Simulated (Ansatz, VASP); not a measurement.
**CaO in VASP and in Ansatz**

```
Ca O
1.0
     0.00000    2.44480    2.44480
     2.44480    0.00000    2.44480
     2.44480    2.44480    0.00000
Ca O
1 1
Direct
  0.00000 0.00000 0.00000
  0.50000 0.50000 0.50000
```

Alike in both runs: functional RPBE; k mesh 6 × 6 × 6; occupations fermi-dirac, width 0.01 eV; no spin polarisation.

Ansatz relaxed the structure, and its values are those at the end. VASP's run is a single point on that final structure, the one shown.

|  | VASP | Ansatz |
| --- | --- | --- |
| version | VASP 6.6.1 | Ansatz 0.2.0 |
| potentials or method | VASP PAW PBE potentials, release 64 (Ca_sv, O), cutoff 520 eV | plane waves, PAW |
| valence electrons in the cell | 16 | 16 |

Ansatz gave:

```
pressure (GPa) : 0.0
```

Q: Estimate VASP's values.

A: Pressure (GPa): 0.5.

VASP's potentials were made for PBE, not for RPBE.
